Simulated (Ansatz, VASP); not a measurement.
**LuHg: VASP beside Ansatz**

```
Lu Hg
1.0
     3.60700   -0.03607   -0.03607
    -0.03607    3.60700   -0.03607
    -0.03607   -0.03607    3.60700
Lu Hg
1 1
Direct
  0.50000 0.50000 0.50000
  0.00000 0.00000 0.00000
```

Change from the starting cell: equal xy, yz and zx shear strains of -2 %, crystal datasets.

Alike in both runs: task electric field gradients; functional LDA; k mesh 10 × 10 × 10; occupations fermi-dirac, width 0.05 eV; no spin polarisation.

|  | VASP | Ansatz |
| --- | --- | --- |
| version | VASP 6.6.1 | Ansatz 0.2.0 |
| potentials or method | VASP PAW PBE potentials, release 64 (Lu, Hg), cutoff 520 eV | all-electron PAW with datasets made for the crystal, scalar-relativistic |

|  | VASP | Ansatz | Ansatz less VASP |
| --- | --- | --- | --- |
| pressure (GPa) | -3.5 | -4.1 | -0.54 |
| traceless stress, the component that is largest in VASP (GPa) | 0.96 | 0.92 | -0.034 |
| size of Vzz on the site where it differs most (V/Å²) | 12.2 | 0.9 | -11.28 |

VASP's potentials were made for PBE, not for LDA. LDA's correlation is that of Perdew and Zunger in VASP and of Perdew and Wang (1992) in Ansatz. Ansatz ran all-electron here, and VASP with PAW potentials.

Neither program's run includes spin-orbit coupling.
